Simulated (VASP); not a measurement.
# W (Immm) in VASP: notebook

The runs below take W through single point, with PBE.

Everything below comes from runs of VASP 6.6.1. Logs are shortened: lines on timing, memory, paths and dates and some standing lists are left out, and cuts for length are marked.

## (1) The cell of the first run

The structure is orthorhombic, space group Immm (No. 71). Conventional cell: a = 2.915 Å, b = 3.195 Å, c = 3.474 Å, α = 90.00°, β = 90.00°, γ = 90.00°. Within 3.7 Å of W (site symmetry mmm) lie 14 W at 2.77 to 3.47 Å.

## (2) Single point, PBE (strain +0.0875 x Voigt [1, -1, 0, 0, 0, 0])

Contents of INCAR:

```
SYSTEM = W
PREC     = Accurate       ! precision mode
ENCUT    = 520            ! plane-wave cutoff, eV
EDIFF    = 1E-6           ! SCF threshold, eV
ISMEAR   = 0              ! smearing method
SIGMA    = 0.15           ! smearing width, eV
LREAL    = .False.        ! projectors in reciprocal space
LASPH    = .True.         ! aspherical terms in the spheres
NELM     = 100            ! most SCF steps
ALGO     = Fast           ! electronic algorithm
ISIF     = 2              ! what is computed and relaxed
LWAVE    = .False.        ! write WAVECAR
LCHARG   = .True.         ! write CHGCAR
GGA      = PE             ! functional
LELF     = .True.         ! ELF
LVHAR    = .True.       
NBANDS   = 13             ! bands
```

Contents of KPOINTS:

```
regular mesh
0
Gamma
  20 20 20
  0 0 0
```

Contents of POSCAR:

```
W
1.0
   -1.7370637500      1.4575362500      1.5973000000
    1.7370637500     -1.4575362500      1.5973000000
    1.7370637500      1.4575362500     -1.5973000000
W
1
Direct
    0.0000000000      0.0000000000      0.0000000000
```

Potentials or basis: VASP PAW PBE potentials, release 64 (W_sv).

On the command line:

```bash
$ cat potpaw_PBE.64/W_sv/POTCAR > POTCAR
$ mpirun -np 1 vasp_std > vasp.out
```

OUTCAR:

```text
SYSTEM = W
   PREC = Accurate
   ENCUT = 520
   EDIFF = 1E-6
   ISMEAR = 0
   LREAL = .False.
   LASPH = .True.
   NELM = 100
   ISIF = 2
   GGA = PE

 ion  position               nearest neighbor table
   1  0.000  0.000  0.000-

  LATTYP: Found a body centered orthorhombic cell.
 ALAT       =     2.9150725000
 B/A-ratio  =     1.0958904110
 C/A-ratio  =     1.1917808219

  Lattice vectors:

 A1 = (  -1.7370637500,  -1.4575362500,  -1.5973000000)
 A2 = (  -1.7370637500,   1.4575362500,   1.5973000000)
 A3 = (   1.7370637500,   1.4575362500,  -1.5973000000)

Analysis of symmetry for initial positions (statically):
=====================================================================
 Subroutine PRICEL returns:
 Original cell was already a primitive cell.

 Routine SETGRP: Setting up the symmetry group for a
 body centered orthorhombic supercell.

 Subroutine GETGRP returns: Found  8 space group operations
 (whereof  8 operations were pure point group operations)
 out of a pool of  8 trial point group operations.

The static configuration has the point symmetry D_2h.

Analysis of symmetry for dynamics (positions and initial velocities):
=====================================================================
 Subroutine PRICEL returns:
 Original cell was already a primitive cell.

 Routine SETGRP: Setting up the symmetry group for a
 body centered orthorhombic supercell.

 Subroutine GETGRP returns: Found  8 space group operations
 (whereof  8 operations were pure point group operations)
 out of a pool of  8 trial point group operations.

The dynamic configuration has the point symmetry D_2h.

 Subroutine INISYM returns: Found  8 space group operations
 (whereof  8 operations are pure point group operations),
 and found     1 'primitive' translations

----------------------------------------------------------------------------------------

                                     Primitive cell

  volume of cell :      16.1764

  direct lattice vectors                    reciprocal lattice vectors
    -1.737063750  1.457536250  1.597300000     0.000000000  0.343044641  0.313028235
     1.737063750 -1.457536250  1.597300000     0.287842055  0.000000000  0.313028235
     1.737063750  1.457536250 -1.597300000     0.287842055  0.343044641  0.000000000

  length of vectors
     2.773656374  2.773656374  2.773656374     0.464398861  0.425252542  0.447808748

  position of ions in fractional coordinates (direct lattice)
     0.000000000  0.000000000  0.000000000

  ion indices of the primitive-cell ions
   primitive index   ion index
                 1           1

----------------------------------------------------------------------------------------

 KPOINTS: regular mesh

Automatic generation of k-mesh.
 Grid dimensions read from file:
 generate k-points for:   20   20   20

 Generating k-lattice:

  Cartesian coordinates                     Fractional coordinates (reciprocal lattice)
     0.000000000  0.017152232  0.015651412     0.050000000  0.000000000  0.000000000
     0.014392103  0.000000000  0.015651412    -0.000000000  0.050000000  0.000000000
     0.014392103  0.017152232  0.000000000    -0.000000000  0.000000000  0.050000000

  Length of vectors
     0.023219943  0.021262627  0.022390437

  Shift w.r.t. Gamma in fractional coordinates (k-lattice)
     0.000000000  0.000000000  0.000000000

 Subroutine IBZKPT returns following result:
 ===========================================

 Found   1166 irreducible k-points:

 Following reciprocal coordinates:
            Coordinates               Weight
  0.000000  0.000000  0.000000      1.000000
  0.050000  0.000000 -0.000000      4.000000
  0.100000  0.000000 -0.000000      4.000000
  0.150000  0.000000 -0.000000      4.000000
  0.200000  0.000000 -0.000000      4.000000
  0.250000  0.000000 -0.000000      4.000000
[... 16 lines left out ...]
 -0.450000  0.050000  0.000000      8.000000
 -0.400000  0.050000  0.000000      8.000000
 [... further k-points ...]
   k-points           NKPTS =   1166   k-points in BZ     NKDIM =   1166   number of bands    NBANDS=     13
   number of dos      NEDOS =    301   number of ions     NIONS =      1
   total plane-waves  NPLWV =  13824
   dimension x,y,z NGX =    24 NGY =   24 NGZ =   24
   dimension x,y,z NGXF=    48 NGYF=   48 NGZF=   48
   ions per type =               1
   NGX,Y,Z   is equivalent  to a cutoff of  14.38, 14.38, 14.38 a.u.
   NGXF,Y,Z  is equivalent  to a cutoff of  28.77, 28.77, 28.77 a.u.
 SYSTEM =  W
   PREC   = accura    normal or accurate (medium, high low for compatibility)
   ISTART =      0    job   : 0-new  1-cont  2-samecut
   ICHARG =      2    charge: 1-file 2-atom 10-const
   ISPIN  =      1    spin polarized calculation?
   LNONCOLLINEAR =      F non collinear calculations
   LSORBIT =      F    spin-orbit coupling
   LASPH  =      T    aspherical Exc in radial PAW
   ENCUT  =  520.0 eV  38.22 Ry    6.18 a.u.   5.16  5.16  5.16*2*pi/ulx,y,z
   NELM   =    100;   NELMIN=  2; NELMDL= -5     # of ELM steps
   EDIFF  = 0.1E-05   stopping-criterion for ELM
   LREAL  =      F    real-space projection
   EDIFFG = 0.1E-04   stopping-criterion for IOM
   NSW    =      0    number of steps for IOM
   IBRION =     -1    ionic relax: 0-MD 1-quasi-New 2-CG
   NFREE  =      0    steps in history (QN), initial steepest desc. (CG)
   ISIF   =      2    stress and relaxation
   ISYM   =      2    0-nonsym 1-usesym 2-fastsym
   POTIM  = 0.5000    time-step for ionic-motion
   TEBEG  =    0.0;   TEEND  =   0.0 temperature during run
   PSTRESS=    0.0 pullay stress
   NELECT =      14.0000    total number of electrons
   NUPDOWN=      -1.0000    fix difference up-down
   EMIN   =  10.00;   EMAX   =-10.00  energy-range for DOS
   EFERMI =   0.00;   METHOD = LEGACY
   ISMEAR =     0;   SIGMA  =   0.15  broadening in eV -4-tet -1-fermi 0-gaus
   EFERMI_NEDOS =   21; number of points for ismear=-14 and -15
   IALGO  =     68    algorithm
   IMIX   =      4    mixing-type and parameters
     AMIX     =   0.40;   BMIX     =  1.00
     AMIX_MAG =   1.60;   BMIX_MAG =  1.00
  volume/ion in A,a.u.               =      16.18       109.16
  Fermi-wavevector in a.u.,A,eV,Ry     =   1.560116  2.948192 33.116075  2.433963
  Thomas-Fermi vector in A             =   2.663375
   LORBIT       =      0    0 simple, 1 ext, 2 COOP (PROOUT), +10 PAW based schemes
   GGA     = PE    functional components
   LHFCALC =     F    Hartree Fock is set to
   AEXX    =    0.0000 exact exchange contribution
   IVDW    =     0    specifies the selected vdW correction
   LEPSILON=     F    determine dielectric tensor
   LRPA    =     F    only Hartree local field effects (RPA)
 non-spin polarized calculation
 RMM-DIIS sequential band-by-band and
 Gauss-broadening in eV      SIGMA  =   0.15
  energy-cutoff  :      520.00
  volume of cell :       16.18
 maximum number of plane-waves:       450
 NGX is ok and might be reduce to    24
   NGX = 11   NGY = 11   NGZ = 11

 number of electron      14.0000001 magnetization

 Free energy of the ion-electron system (eV)
  ---------------------------------------------------
  ext. energy  EPLUGINS =         0.00000000
  ---------------------------------------------------
  free energy    TOTEN  =       -12.73979148 eV

  energy without entropy =      -12.73280073  energy(sigma->0) =      -12.73629611

 E-fermi :  11.1177     XC(G=0): -13.5205

 val. band max:       11.1142561462   @ k =  -0.1000  -0.1500   0.0500
 cond. band min:      11.1186562764   @ k =  -0.2000   0.5000   0.1500
 fundamental gap:      0.0044001302
 Fermi energy:        11.1176519241

 k-point     1 :       0.0000    0.0000    0.0000
  band No.  band energies     occupation
      1     -63.0348      2.00000
      2     -26.6772      2.00000
      3     -26.6475      2.00000
      4     -26.5577      2.00000
      5       1.6307      2.00000
      6       8.9863      2.00000
      7      10.3824      2.00000
      8      11.2456      0.22763
      9      11.8289      0.00000
     10      14.3579      0.00000
     11      24.3318      0.00000
     12      25.7002      0.00000
     13      27.6985      0.00000

 k-point     2 :       0.0500    0.0000   -0.0000
  band No.  band energies     occupation
      1     -63.0315      2.00000
      2     -26.6934      2.00000
      3     -26.6588      2.00000
      4     -26.5766      2.00000
      5       1.7612      2.00000
      6       9.0086      2.00000
      7      10.3722      2.00000
      8      11.1817      0.54580
      9      11.8707      0.00000
     10      14.2523      0.00000
     11      24.5760      0.00000
     12      25.9180      0.00000
     13      27.7872      0.00000

 k-point     3 :       0.1000    0.0000   -0.0000
  band No.  band energies     occupation
      1     -63.0219      2.00000
      2     -26.7577      2.00000
      3     -26.6915      2.00000
      4     -26.6134      2.00000
      5       2.1421      2.00000
      6       8.9871      2.00000
      7      10.4517      2.00000
      8      10.9532      1.87890
      9      12.0227      0.00000
     10      14.0210      0.00000
     11      25.2825      0.00000
     12      26.4752      0.00000
     13      28.0091      0.00000

 k-point     4 :       0.1500    0.0000   -0.0000
  band No.  band energies     occupation
      1     -63.0071      2.00000
      2     -26.8835      2.00000
      3     -26.7420      2.00000
      4     -26.6428      2.00000
      5       2.7382      2.00000
      6       8.7747      2.00000
      7      10.5517      2.00000
      8      10.8176      1.99533
      9      12.2996      0.00000
     10      13.8269      0.00000
     11      26.3875      0.00000
     12      27.0695      0.00000
     13      28.2875      0.00000

 k-point     5 :       0.2000    0.0000   -0.0000
  band No.  band energies     occupation
      1     -62.9884      2.00000
      2     -27.0504      2.00000
      3     -26.8051      2.00000
      4     -26.6674      2.00000
      5       3.4807      2.00000
      6       8.4035      2.00000
      7      10.0831      2.00000
      8      11.4896      0.00045
      9      12.6811      0.00000
     10      13.7654      0.00000
     11      27.0765      0.00000
     12      27.8129      0.00000
     13      28.7092      0.00000
[... 257 lines left out ...]
 k-point    22 :       0.5000    0.0500    0.0000
  band No.  band energies     occupation
      1     -62.9000      2.00000
      2     -27.7916      2.00000
      3     -27.0954      2.00000
      4     -26.7701      2.00000
      5       5.1262      2.00000
      6       6.8098      2.00000
      7      12.1288      0.00000
      8      14.0307      0.00000
      9      15.7357      0.00000
     10      17.1902      0.00000
     11      22.4819      0.00000
     12      22.6108      0.00000
     13      25.8253      0.00000

 k-point    23 :      -0.4500    0.0500    0.0000
  band No.  band energies     occupation
      1     -62.9061      2.00000
      2     -27.7437      2.00000
      3     -27.0728      2.00000
      4     -26.7657      2.00000
      5       5.1794      2.00000
      6       6.9100      2.00000
      7      11.4622      0.00116
      8      13.9668      0.00000
      9      15.5480      0.00000
     10      16.4602      0.00000
     11      22.9382      0.00000
     12      23.5082      0.00000
     13      26.7257      0.00000

 k-point    24 :      -0.4000    0.0500    0.0000
  band No.  band energies     occupation
      1     -62.9180      2.00000
      2     -27.6476      2.00000
      3     -27.0306      2.00000
      4     -26.7553      2.00000
      5       5.2203      2.00000
      6       7.1142      2.00000
      7      10.5847      2.00000
      8      13.7513      0.00000
      9      15.0584      0.00000
     10      15.4308      0.00000
     11      23.7757      0.00000
     12      25.1060      0.00000
     13      28.1283      0.00000

 [... further k-points ...]

------------------------ aborting loop because EDIFF is reached ----------------------------------------

  FORCE on cell =-STRESS in cart. coord.  units (eV):
  Direction    XX          YY          ZZ          XY          YZ          ZX
  --------------------------------------------------------------------------------------
  -------------------------------------------------------------------------------------
  Total       -1.5482683      2.6665436     -0.1732610      0.0000000     -0.0000000      0.0000000
  in kB     -153.3469675    264.1056374    -17.1604930      0.0000000     -0.0000000      0.0000000
  external PRESSURE =      31.1993923 kB  Pullay stress =       0.0000000 kB

 VOLUME and BASIS-vectors are now :
 -----------------------------------------------------------------------------
  energy-cutoff  :      520.00
  volume of cell :       16.18
      direct lattice vectors                 reciprocal lattice vectors
    -1.737063750  1.457536250  1.597300000     0.000000000  0.343044641  0.313028235
     1.737063750 -1.457536250  1.597300000     0.287842055  0.000000000  0.313028235
     1.737063750  1.457536250 -1.597300000     0.287842055  0.343044641  0.000000000

 POSITION                                       TOTAL-FORCE (eV/Angst)
 -----------------------------------------------------------------------------------
      0.00000      0.00000      0.00000        -0.000000     -0.000000      0.000000
 -----------------------------------------------------------------------------------
    total drift:                                0.000000      0.000000     -0.000000

  FREE ENERGIE OF THE ION-ELECTRON SYSTEM (eV)
  ---------------------------------------------------
  free  energy   TOTEN  =       -12.7397914811 eV

  energy  without entropy=      -12.7328007329  energy(sigma->0) =      -12.73629611
```

Run time: 4 min. Hardware: 1 thread of Intel Xeon 8259CL, shared host; peak memory 0.34 GiB.

What came out:

```
Free energy            : -12.7398 eV
Pressure               : 3.1 GPa
Band gap on the k mesh : zero (bands 7 and 8 overlap by 5.97 eV)
```

Caveat: the cell differs from its parent crystal (strain +0.0875 x Voigt [1, -1, 0, 0, 0, 0]); the cell stands under pressure; spin-orbit coupling is left out, which moves the levels of the heavy elements.

## (3) Single point, PBE (strain +0.0625 x Voigt [1, -1, 0, 0, 0, 0])

Contents of INCAR:

```
ALGO = Fast
EDIFF = 1E-7
ENCUT = 520
GGA = PE
ISIF = 2
ISMEAR = 0
LASPH = True
LCHARG = False
LREAL = False
LWAVE = False
NBANDS = 13
NELM = 100
PREC = Accurate
SIGMA = 0.15
```

Contents of KPOINTS:

```
k-points
0
Gamma
  20 20 20
```

Contents of POSCAR:

```
W
1.0
   -1.6971312500      1.4974687500      1.5973000000
    1.6971312500     -1.4974687500      1.5973000000
    1.6971312500      1.4974687500     -1.5973000000
W
1
Direct
    0.0000000000      0.0000000000      0.0000000000
```

Potentials or basis: VASP PAW PBE potentials, release 64 (W_sv).

On the command line:

```bash
$ cat potpaw_PBE.64/W_sv/POTCAR > POTCAR
$ mpirun -np 1 vasp_std > vasp.out
```

Run time: 4 min. Hardware: 1 thread of Intel Xeon 8259CL, shared host; peak memory 0.34 GiB.

The run converged. Its results:

* Free energy: -12.8401 eV
* Pressure: 0.4 GPa
* Band gap on the k mesh: zero (bands 7 and 8 overlap by 5.91 eV)

Stress tensor (GPa, compression positive):
```
-15.70   0.00   0.00
  0.00  18.92   0.00
  0.00   0.00  -2.12
```

Levels at points of the mesh, in eV from the Fermi level:
```tsv
k point	band 4	band 5	band 6	band 7	band 8	band 9	band 10	band 11
(0.00, 0.00, 0.00)	-37.76	-9.50	-1.91	-0.98	-0.31	1.15	2.98	13.46
(0.50, 0.00, 0.00)	-37.88	-6.10	-4.16	1.12	2.72	3.99	6.02	11.19
(0.00, 0.50, 0.00)	-37.79	-6.16	-2.50	0.14	0.82	2.70	5.71	10.21
(0.50, 0.50, 0.00)	-37.84	-6.11	-3.43	0.68	1.43	3.87	5.73	10.69
(0.50, 0.50, 0.50)	-38.44	-5.78	-5.50	4.78	5.03	5.27	6.44	8.01
```

Caveat: the cell differs from its parent crystal (strain +0.0625 x Voigt [1, -1, 0, 0, 0, 0]); spin-orbit coupling is left out, which moves the levels of the heavy elements.

[end of part 1 of 2]
